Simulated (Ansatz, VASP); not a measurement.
**Two plane-wave programs on GaN**

```xyz
2
Lattice="0.0000 2.2276 2.2276 2.2276 0.0000 2.2276 2.2276 2.2276 0.0000" Properties=species:S:1:pos:R:3 pbc="T T T"
Ga    0.0000    0.0000    0.0000
N     3.3414    3.3414    3.3414
```

Alike in both runs: functional LDA; k mesh 8 × 8 × 8; no spin polarisation.

Ansatz relaxed the structure, and its values are those at the end. VASP's run is a single point on that final structure, the one shown.

```csv
,VASP,Ansatz
version,VASP 6.6.1,Ansatz 0.2.0
potentials or method,"VASP PAW LDA potentials, release 64 (Ga_d, N), cutoff 520 eV","plane waves, PAW"
occupations,"methfessel-paxton of order 1, width 0.02 eV","cold, width 0.02 eV"
valence electrons in the cell,18,18
```

|  | VASP | Ansatz | Ansatz less VASP |
| --- | --- | --- | --- |
| pressure (GPa) | 1.1 | 0.0 | -1.14 |

LDA's correlation is that of Perdew and Zunger in VASP and of Perdew and Wang (1992) in Ansatz.
